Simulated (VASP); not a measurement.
Yb:

```
Yb
1.0
    -2.17720    2.17720    2.17720
     2.17720   -2.17720    2.17720
     2.17720    2.17720   -2.17720
Yb
1
Direct
  0.00000 0.00000 0.00000
```

This isn't the form of Yb at room conditions, which is fcc.

| Property | Result |
| --- | --- |
| Program | VASP 6.6.1 |
| Task | relaxation of cell and atoms |
| Functional | LDA |
| Potentials or basis | VASP PAW PBE potentials, release 64 (Yb) |
| Cutoff | 600 eV |
| k mesh | 10 × 10 × 10 |
| Occupations | fermi-dirac, width 0.1 eV |
| Spin | no spin polarisation |

At the start: pressure -4.6 GPa; volume 41.28 Å³/atom.

How do energy, volume and symmetry change on relaxing?

Over 73 steps the energy falls by 253.0 meV/atom and the volume is 29.37 Å³/atom (-28.9 %); space group Im-3m (No. 229, to 0.1 Å) before and after.

The path:
| step | energy change (eV) | largest force (eV/Å) | pressure (GPa) | volume (Å³) |
| --- | --- | --- | --- | --- |
| 1 | 0.0000 | 0.0000 | -4.64 | 41.28 |
| 3 | -0.2500 | 0.0000 | -1.18 | 30.19 |
| 5 | -0.2531 | 0.0000 | -0.14 | 29.09 |
| 7 | -0.2531 | 0.0000 | -0.76 | 29.27 |
| 9 | -0.2531 | 0.0000 | -1.31 | 29.16 |
| 11 | -0.2528 | 0.0000 | 0.19 | 28.87 |
| 13 | -0.2531 | 0.0000 | 0.80 | 29.07 |
| 15 | -0.2531 | 0.0000 | -0.22 | 29.14 |
| 17 | -0.2531 | 0.0000 | -0.14 | 29.13 |
| 19 | -0.2531 | 0.0000 | 1.68 | 29.13 |
| 21 | -0.2531 | 0.0000 | 0.29 | 29.13 |
| 23 | -0.2513 | 0.0000 | -1.12 | 29.94 |
| 25 | -0.2529 | 0.0000 | 0.11 | 29.40 |
| 27 | -0.2528 | 0.0000 | -0.78 | 29.48 |
| 29 | -0.2529 | 0.0000 | 0.53 | 29.45 |
| 31 | -0.2524 | 0.0000 | 0.26 | 29.65 |
| 33 | -0.2516 | 0.0000 | -0.23 | 29.89 |
| 35 | -0.2522 | 0.0000 | -1.10 | 29.70 |
| 37 | -0.2524 | 0.0000 | -0.78 | 29.66 |
| 39 | -0.2525 | 0.0000 | 9.69 | 29.63 |
| 41 | -0.2524 | 0.0000 | -0.39 | 29.65 |
| 43 | -0.2524 | 0.0000 | -0.51 | 29.64 |
| 45 | -0.2525 | 0.0000 | -0.12 | 29.63 |
| 47 | -0.2525 | 0.0000 | -0.47 | 29.62 |
| 49 | -0.2526 | 0.0000 | -0.91 | 29.58 |
| 51 | -0.2526 | 0.0000 | -0.39 | 29.56 |
| 53 | -0.2527 | 0.0000 | 0.12 | 29.52 |
| 55 | -0.2527 | 0.0000 | -0.42 | 29.53 |
| 57 | -0.2527 | 0.0000 | -0.36 | 29.51 |
| 59 | -0.2528 | 0.0000 | -0.78 | 29.49 |
| 61 | -0.2528 | 0.0000 | 0.75 | 29.47 |
| 63 | -0.2528 | 0.0000 | -0.36 | 29.46 |
| 65 | -0.2530 | 0.0000 | -0.20 | 29.37 |
| 67 | -0.2530 | 0.0000 | 0.87 | 29.37 |
| 69 | -0.2529 | 0.0000 | -1.61 | 29.39 |
| 71 | -0.2530 | 0.0000 | 0.24 | 29.37 |
| 73 | -0.2530 | 0.0000 | 0.05 | 29.37 |

Final structure:
```xyz
1
Lattice="-1.9437 1.9437 1.9437 1.9437 -1.9437 1.9437 1.9437 1.9437 -1.9437" Properties=species:S:1:pos:R:3 pbc="T T T"
Yb    0.0000    0.0000    0.0000
```

Caveat: the volume moved by over 15 % at a fixed basis, so the end points are rough; the PAW data sets were made with another functional, which shifts forces and pressure a little.
